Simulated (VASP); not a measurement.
Set up this calculation in VASP 6.6.1, as the native input.

- Task: single point
- Functional: LDA
- Potentials or basis: VASP PAW LDA potentials, release 64 (Mo_sv, Si)
- Cutoff: 520 eV
- k mesh: 15 × 15 × 15
- Occupations: fermi-dirac, width 0.05 eV
- Spin: no spin polarisation
- Dipole correction: no
- Further INCAR settings: ALGO = Normal; EDIFF = 1e-06; NBANDS = 18

The structure of Si2Mo (MoSi2 type) lies in POSCAR:

```
Si2Mo
1.0
   -1.4086871119      1.4086871119      3.5538985893
    1.4086871119     -1.4086871119      3.5538985893
    1.4086871119      1.4086871119     -3.5538985893
Mo Si
1 2
Direct
    0.0000000000      0.0000000000      0.0000000000
    0.3312701483      0.3312701483      0.0000000000
   -0.3312701483     -0.3312701483      0.0000000000
```

These files were run (other wordings do the same):

INCAR

```
PREC     = Accurate       # precision mode
ENCUT    = 520            # plane-wave cutoff, eV
EDIFF    = 1E-6           # SCF threshold, eV
ISMEAR   = -1             # smearing method
SIGMA    = 0.05           # smearing width, eV
LREAL    = F              # projectors in reciprocal space
LASPH    = T              # aspherical terms in the spheres
NELM     = 60             # most SCF steps
ALGO     = Normal         # electronic algorithm
ISIF     = 2              # what is computed and relaxed
LWAVE    = F              # write WAVECAR
LCHARG   = F              # write CHGCAR
NBANDS   = 18             # bands
```

KPOINTS

```
regular mesh
0
Gamma
  15 15 15
```

Potentials or basis: VASP PAW LDA potentials, release 64 (Mo_sv, Si).

Launch:

```console
$ cat potpaw_LDA.64/Mo_sv/POTCAR potpaw_LDA.64/Si/POTCAR > POTCAR
$ mpirun -np 1 vasp_std > vasp.out
```

It gave:

```json
{"Pressure": "150.2 GPa", "Largest force": "0.029 eV/Å", "Band gap on the k mesh": "zero (band 11 reaches 19.38 eV, above the bottom of band 12 at 17.93 eV)"}
```

Wall time 120 s on 1 thread of Intel(R) Xeon(R) 6975P-C (Granite Rapids) (shared host), peak memory 0.26 GiB.
